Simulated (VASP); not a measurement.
# TiO2 (Anatase) (I4_1/amd) in VASP: notebook

The runs below take TiO2 (Anatase) through single point, with LDA.

Program: VASP 6.6.1. These are calculated values, not measurements. Logs are shortened: lines on timing, memory, paths and dates and some standing lists are left out, and cuts for length are marked.

## (1) The cell of the first run

It takes space group I4_1/amd (No. 141, tetragonal). The conventional cell has a = 3.733 Å, b = 3.733 Å, c = 9.386 Å, α = 90.00°, β = 90.00°, γ = 90.00°. Ti (site symmetry -4m2) has 6 O at 1.91 to 1.95 Å within 2.5 Å. O (site symmetry 2mm) has 3 Ti at 1.91 to 1.95 Å and 2 O at 2.43 Å within 2.5 Å.

## (2) Single point, LDA

Contents of INCAR:

```
SYSTEM = TiO2
ALGO     = Normal         ! electronic algorithm
EDIFF    = 1E-6           ! SCF threshold, eV
ENCUT    = 520            ! plane-wave cutoff, eV
ISIF     = 2              ! what is computed and relaxed
ISMEAR   = 0              ! smearing method
LASPH    = .TRUE.         ! aspherical terms in the spheres
LCHARG   = .FALSE.        ! write CHGCAR
LREAL    = .FALSE.        ! projectors in reciprocal space
LWAVE    = .FALSE.        ! write WAVECAR
NBANDS   = 33             ! bands
NELM     = 100            ! most SCF steps
PREC     = Accurate       ! precision mode
SIGMA    = 0.01           ! smearing width, eV
```

Contents of KPOINTS:

```
k-points
0
G
  8 8 8
  0 0 0
```

Contents of POSCAR:

```
TiO2
1.0
   -1.8665279463      1.8665279463      4.6930042805
    1.8665279463     -1.8665279463      4.6930042805
    1.8665279463      1.8665279463     -4.6930042805
Ti O
2 4
Direct
    0.0000000000      0.0000000000      0.0000000000
    0.7500000000      0.2500000000      0.5000000000
    0.2081000000      0.2081000000      0.0000000000
    0.9581000000      0.4581000000      0.5000000000
    0.5419000000      0.0419000000      0.5000000000
    0.7919000000      0.7919000000      0.0000000000
```

Potentials or basis: VASP PAW LDA potentials, release 64 (Ti_sv, O).

Run with:

```bash
$ cat potpaw_LDA.64/Ti_sv/POTCAR potpaw_LDA.64/O/POTCAR > POTCAR
$ mpirun -np 1 vasp_std > vasp.out
```

OUTCAR:

```text
SYSTEM = TiO2
   EDIFF = 1E-6
   ENCUT = 520
   ISIF = 2
   ISMEAR = 0
   LASPH = .TRUE.
   LREAL = .FALSE.
   NELM = 100
   PREC = Accurate

 ion  position               nearest neighbor table
   1  0.000  0.000  0.000-   5 1.91   4 1.91   5 1.91   4 1.91   3 1.95   6 1.95
   2  0.750  0.250  0.500-   6 1.91   3 1.91   6 1.91   3 1.91   4 1.95   5 1.95
   3  0.208  0.208  0.000-   2 1.91   2 1.91   1 1.95
   4  0.958  0.458  0.500-   1 1.91   1 1.91   2 1.95
   5  0.542  0.042  0.500-   1 1.91   1 1.91   2 1.95
   6  0.792  0.792  0.000-   2 1.91   2 1.91   1 1.95

  LATTYP: Found a body centered tetragonal cell.
 ALAT       =     3.7330558926
 C/A-ratio  =     2.5142962846

  Lattice vectors:

 A1 = (  -1.8665279463,   1.8665279463,   4.6930042805)
 A2 = (   1.8665279463,  -1.8665279463,   4.6930042805)
 A3 = (   1.8665279463,   1.8665279463,  -4.6930042805)

Analysis of symmetry for initial positions (statically):
=====================================================================
 Subroutine PRICEL returns:
 Original cell was already a primitive cell.

 Routine SETGRP: Setting up the symmetry group for a
 body centered tetragonal supercell.

 Subroutine GETGRP returns: Found 16 space group operations
 (whereof  8 operations were pure point group operations)
 out of a pool of 16 trial point group operations.

The static configuration has the point symmetry D_2d.
 The point group associated with its full space group is D_4h.

Analysis of symmetry for dynamics (positions and initial velocities):
=====================================================================
 Subroutine PRICEL returns:
 Original cell was already a primitive cell.

 Routine SETGRP: Setting up the symmetry group for a
 body centered tetragonal supercell.

 Subroutine GETGRP returns: Found 16 space group operations
 (whereof  8 operations were pure point group operations)
 out of a pool of 16 trial point group operations.

The dynamic configuration has the point symmetry D_2d.
 The point group associated with its full space group is D_4h.

 Subroutine INISYM returns: Found 16 space group operations
 (whereof  8 operations are pure point group operations),
 and found     1 'primitive' translations

----------------------------------------------------------------------------------------

                                     Primitive cell

  volume of cell :      65.4003

  direct lattice vectors                    reciprocal lattice vectors
    -1.866527946  1.866527946  4.693004281     0.000000000  0.267877050  0.106541561
     1.866527946 -1.866527946  4.693004281     0.267877050  0.000000000  0.106541561
     1.866527946  1.866527946 -4.693004281     0.267877050  0.267877050  0.000000000

  length of vectors
     5.384435191  5.384435191  5.384435191     0.288286694  0.288286694  0.378835357

  position of ions in fractional coordinates (direct lattice)
     0.000000000  0.000000000  0.000000000
     0.750000000  0.250000000  0.500000000
     0.208100000  0.208100000  0.000000000
     0.958100000  0.458100000  0.500000000
     0.541900000  0.041900000  0.500000000
     0.791900000  0.791900000  0.000000000

  ion indices of the primitive-cell ions
   primitive index   ion index
                 1           1
                 2           2
                 3           3
                 4           4
                 5           5
                 6           6

----------------------------------------------------------------------------------------

 KPOINTS: k-points

Automatic generation of k-mesh.
 Grid dimensions read from file:
 generate k-points for:    8    8    8

 Generating k-lattice:

  Cartesian coordinates                     Fractional coordinates (reciprocal lattice)
     0.000000000  0.033484631  0.013317695     0.125000000 -0.000000000  0.000000000
     0.033484631  0.000000000  0.013317695    -0.000000000  0.125000000  0.000000000
     0.033484631  0.033484631  0.000000000     0.000000000  0.000000000  0.125000000

  Length of vectors
     0.036035837  0.036035837  0.047354420

  Shift w.r.t. Gamma in fractional coordinates (k-lattice)
     0.000000000  0.000000000  0.000000000

 Subroutine IBZKPT returns following result:
 ===========================================

 Found     59 irreducible k-points:

 Following reciprocal coordinates:
            Coordinates               Weight
  0.000000  0.000000  0.000000      1.000000
  0.125000 -0.000000  0.000000      8.000000
  0.250000 -0.000000  0.000000      8.000000
  0.375000 -0.000000  0.000000      8.000000
  0.500000 -0.000000  0.000000      4.000000
  0.125000  0.125000  0.000000      8.000000
[... 16 lines left out ...]
  0.250000  0.125000  0.125000     16.000000
  0.375000  0.125000  0.125000      8.000000
 [... further k-points ...]
   k-points           NKPTS =     59   k-points in BZ     NKDIM =     59   number of bands    NBANDS=     33
   number of dos      NEDOS =    301   number of ions     NIONS =      6
   total plane-waves  NPLWV =  64000
   dimension x,y,z NGX =    40 NGY =   40 NGZ =   40
   dimension x,y,z NGXF=    80 NGYF=   80 NGZF=   80
   ions per type =               2   4
   NGX,Y,Z   is equivalent  to a cutoff of  12.35, 12.35, 12.35 a.u.
   NGXF,Y,Z  is equivalent  to a cutoff of  24.70, 24.70, 24.70 a.u.
 SYSTEM =  TiO2
   PREC   = accura    normal or accurate (medium, high low for compatibility)
   ISTART =      0    job   : 0-new  1-cont  2-samecut
   ICHARG =      2    charge: 1-file 2-atom 10-const
   ISPIN  =      1    spin polarized calculation?
   LNONCOLLINEAR =      F non collinear calculations
   LSORBIT =      F    spin-orbit coupling
   LASPH  =      T    aspherical Exc in radial PAW
   ENCUT  =  520.0 eV  38.22 Ry    6.18 a.u.  10.01 10.01 10.01*2*pi/ulx,y,z
   NELM   =    100;   NELMIN=  2; NELMDL= -5     # of ELM steps
   EDIFF  = 0.1E-05   stopping-criterion for ELM
   LREAL  =      F    real-space projection
   EDIFFG = 0.1E-04   stopping-criterion for IOM
   NSW    =      0    number of steps for IOM
   IBRION =     -1    ionic relax: 0-MD 1-quasi-New 2-CG
   NFREE  =      0    steps in history (QN), initial steepest desc. (CG)
   ISIF   =      2    stress and relaxation
   ISYM   =      2    0-nonsym 1-usesym 2-fastsym
   POTIM  = 0.5000    time-step for ionic-motion
   TEBEG  =    0.0;   TEEND  =   0.0 temperature during run
   PSTRESS=    0.0 pullay stress
   NELECT =      48.0000    total number of electrons
   NUPDOWN=      -1.0000    fix difference up-down
   EMIN   =  10.00;   EMAX   =-10.00  energy-range for DOS
   EFERMI =   0.00;   METHOD = LEGACY
   ISMEAR =     0;   SIGMA  =   0.01  broadening in eV -4-tet -1-fermi 0-gaus
   EFERMI_NEDOS =   21; number of points for ismear=-14 and -15
   IALGO  =     38    algorithm
   IMIX   =      4    mixing-type and parameters
     AMIX     =   0.40;   BMIX     =  1.00
     AMIX_MAG =   1.60;   BMIX_MAG =  1.00
  volume/ion in A,a.u.               =      10.90        73.56
  Fermi-wavevector in a.u.,A,eV,Ry     =   1.476710  2.790578 29.669856  2.180673
  Thomas-Fermi vector in A             =   2.591204
   LORBIT       =      0    0 simple, 1 ext, 2 COOP (PROOUT), +10 PAW based schemes
   GGA     = CA    functional components
   LHFCALC =     F    Hartree Fock is set to
   AEXX    =    0.0000 exact exchange contribution
   IVDW    =     0    specifies the selected vdW correction
   LEPSILON=     F    determine dielectric tensor
   LRPA    =     F    only Hartree local field effects (RPA)
 non-spin polarized calculation
 Gauss-broadening in eV      SIGMA  =   0.01
  energy-cutoff  :      520.00
  volume of cell :       65.40
 maximum number of plane-waves:      1798
   NGX = 19   NGY = 19   NGZ = 19

 number of electron      47.9999997 magnetization

 Free energy of the ion-electron system (eV)
  ---------------------------------------------------
  ext. energy  EPLUGINS =         0.00000000
  ---------------------------------------------------
  free energy    TOTEN  =       -58.82168076 eV

  energy without entropy =      -58.82168076  energy(sigma->0) =      -58.82168076

 E-fermi :   3.4961     XC(G=0): -11.5513

 val. band max:        3.4326336040   @ k =   0.5000   0.5000   0.0000
 cond. band min:       5.5500689690   @ k =   0.0000   0.0000   0.0000
 fundamental gap:      2.1174353650
 Fermi energy:         3.4961405344

 k-point     1 :       0.0000    0.0000    0.0000
  band No.  band energies     occupation
      1     -52.0309      2.00000
      2     -51.9519      2.00000
      3     -28.9819      2.00000
      4     -28.6868      2.00000
      5     -28.6868      2.00000
      6     -28.5984      2.00000
[... 25 lines left out ...]
     32       9.1670      0.00000
     33       9.2074      0.00000

 k-point     2 :       0.1250   -0.0000    0.0000
  band No.  band energies     occupation
      1     -52.0283      2.00000
      2     -51.9537      2.00000
      3     -28.9766      2.00000
      4     -28.7114      2.00000
      5     -28.6886      2.00000
      6     -28.6084      2.00000
[... 25 lines left out ...]
     32       9.2997      0.00000
     33       9.5966      0.00000

 k-point     3 :       0.2500   -0.0000    0.0000
  band No.  band energies     occupation
      1     -52.0212      2.00000
      2     -51.9587      2.00000
      3     -28.9643      2.00000
      4     -28.7680      2.00000
      5     -28.6926      2.00000
      6     -28.6284      2.00000
[... 25 lines left out ...]
     32       9.6778      0.00000
     33      10.0944      0.00000

 k-point     4 :       0.3750   -0.0000    0.0000
  band No.  band energies     occupation
      1     -52.0126      2.00000
      2     -51.9652      2.00000
      3     -28.9518      2.00000
      4     -28.8244      2.00000
      5     -28.6960      2.00000
      6     -28.6406      2.00000
[... 673 lines left out ...]
     32      10.4740      0.00000
     33      10.8264      0.00000

 k-point    23 :       0.2500    0.1250    0.1250
  band No.  band energies     occupation
      1     -52.0056      2.00000
      2     -51.9691      2.00000
      3     -28.9514      2.00000
      4     -28.8513      2.00000
      5     -28.7384      2.00000
      6     -28.6829      2.00000
[... 25 lines left out ...]
     32      10.5347      0.00000
     33      11.0281      0.00000

 k-point    24 :       0.3750    0.1250    0.1250
  band No.  band energies     occupation
      1     -52.0009      2.00000
      2     -51.9730      2.00000
      3     -28.9449      2.00000
      4     -28.8744      2.00000
      5     -28.7407      2.00000
      6     -28.6903      2.00000
[... 25 lines left out ...]
     32      10.5107      0.00000
     33      11.0956      0.00000

 [... further k-points ...]
[... 5 lines left out ...]
  --------------------------------------------------------------------------------------
  -------------------------------------------------------------------------------------
  Total        1.4019700      1.4019700      2.0245923      0.0000000      0.0000000      0.0000000
  in kB       34.3454623     34.3454623     49.5984649      0.0000000      0.0000000      0.0000000
  external PRESSURE =      39.4297965 kB  Pullay stress =       0.0000000 kB

 VOLUME and BASIS-vectors are now :
 -----------------------------------------------------------------------------
  energy-cutoff  :      520.00
  volume of cell :       65.40
      direct lattice vectors                 reciprocal lattice vectors
    -1.866527946  1.866527946  4.693004281     0.000000000  0.267877050  0.106541561
     1.866527946 -1.866527946  4.693004281     0.267877050  0.000000000  0.106541561
     1.866527946  1.866527946 -4.693004281     0.267877050  0.267877050  0.000000000

 POSITION                                       TOTAL-FORCE (eV/Angst)
 -----------------------------------------------------------------------------------
      0.00000      0.00000      0.00000        -0.000000     -0.000000      0.000000
     -0.00000      1.86653      2.34650        -0.000000     -0.000000      0.000000
      0.00000      0.00000      1.95323         0.000000      0.000000      0.166312
      0.00000      1.86653      4.29973        -0.000000     -0.000000      0.166312
      0.00000      1.86653      0.39327         0.000000      0.000000     -0.166312
      0.00000      0.00000      7.43278         0.000000      0.000000     -0.166312
 -----------------------------------------------------------------------------------
    total drift:                                0.000000      0.000000     -0.000000

  FREE ENERGIE OF THE ION-ELECTRON SYSTEM (eV)
  ---------------------------------------------------
  free  energy   TOTEN  =       -58.8216807625 eV

  energy  without entropy=      -58.8216807625  energy(sigma->0) =      -58.82168076
```

Wall time 2.3 min (1 thread of AMD EPYC 9R45 (Zen 5), shared host); peak memory 0.23 GiB.

Results:

* Free energy: -58.8217 eV
* Pressure: 3.9 GPa
* Largest force: 0.166 eV/Å
* Band gap on the k mesh: 2.12 eV, indirect (least direct gap 2.42 eV)

Forces on the atoms (eV/Å):
```
Ti   0.000  0.000  0.000
Ti   0.000  0.000  0.000
O    0.000  0.000  0.166
O    0.000  0.000  0.166
O    0.000  0.000 -0.166
O    0.000  0.000 -0.166
```

Stress tensor (GPa, compression positive):
```
3.43 0.00 0.00
0.00 3.43 0.00
0.00 0.00 4.96
```

## (3) Single point, LDA

This run uses another cell than the first one, of 11.35 Å³/atom, 1.042 times its volume.

Contents of INCAR:

```
SYSTEM = TiO2
PREC = Accurate ; ENCUT = 520
EDIFF = 1E-7 ; ISMEAR = 0
SIGMA = 0.01 ; LREAL = .FALSE.
LASPH = .TRUE. ; NELM = 80
ALGO = Normal ; ISIF = 2
LWAVE = .FALSE. ; LCHARG = .FALSE.
NBANDS = 33
```

Contents of KPOINTS:

```
regular mesh
0
G
  8 8 8
  0 0 0
```

Changes to POSCAR since step 2:

```diff
@@ -2,5 +2,5 @@
 1.0
-   -1.8665279463      1.8665279463      4.6930042805
-    1.8665279463     -1.8665279463      4.6930042805
-    1.8665279463      1.8665279463     -4.6930042805
+   -1.8921000000      1.8921000000      4.7573000000
+    1.8921000000     -1.8921000000      4.7573000000
+    1.8921000000      1.8921000000     -4.7573000000
 Ti O
```

Potentials or basis: VASP PAW LDA potentials, release 64 (Ti_sv, O).

Run with:

```bash
$ cat potpaw_LDA.64/Ti_sv/POTCAR potpaw_LDA.64/O/POTCAR > POTCAR
$ mpirun -np 1 vasp_std > vasp.out
```

Run time: 3.4 min. Hardware: 1 thread of AMD EPYC 9R45 (Zen 5), shared host; peak memory 0.24 GiB.

Results (log left out):

```yaml
Free_energy: -58.8089 eV
Pressure: -5.6 GPa
Largest_force: 0.088 eV/Å
Band_gap_on_the_k_mesh: 2.03 eV, indirect (least direct gap 2.34 eV)
```

Forces in eV/Å, atoms in the order of the input:
```
Ti   0.000  0.000  0.000
Ti   0.000  0.000  0.000
O    0.000  0.000 -0.088
O    0.000  0.000 -0.088
O    0.000  0.000  0.088
O    0.000  0.000  0.088
```

Stress tensor (GPa, compression positive):
```
-5.87  0.00  0.00
 0.00 -5.87  0.00
 0.00  0.00 -4.94
```

Levels at points of the mesh, in eV from the valence-band top:
```
           k point  band 21  band 22  band 23  band 24  band 25  band 26  band 27  band 28
(0.00, 0.00, 0.00)    -0.74    -0.73    -0.44    -0.44     2.03     2.80     3.95     3.95
(0.50, 0.00, 0.00)    -1.96    -0.95    -0.81    -0.60     3.18     3.51     3.54     3.64
(0.50, 0.50, 0.00)    -2.08    -2.08     0.00     0.00     3.31     3.31     3.81     3.81
(0.50, 0.50, 0.50)    -1.24    -1.24    -0.09    -0.09     2.40     2.40     3.73     3.73
```

(Part 1 of 2 ends here.)
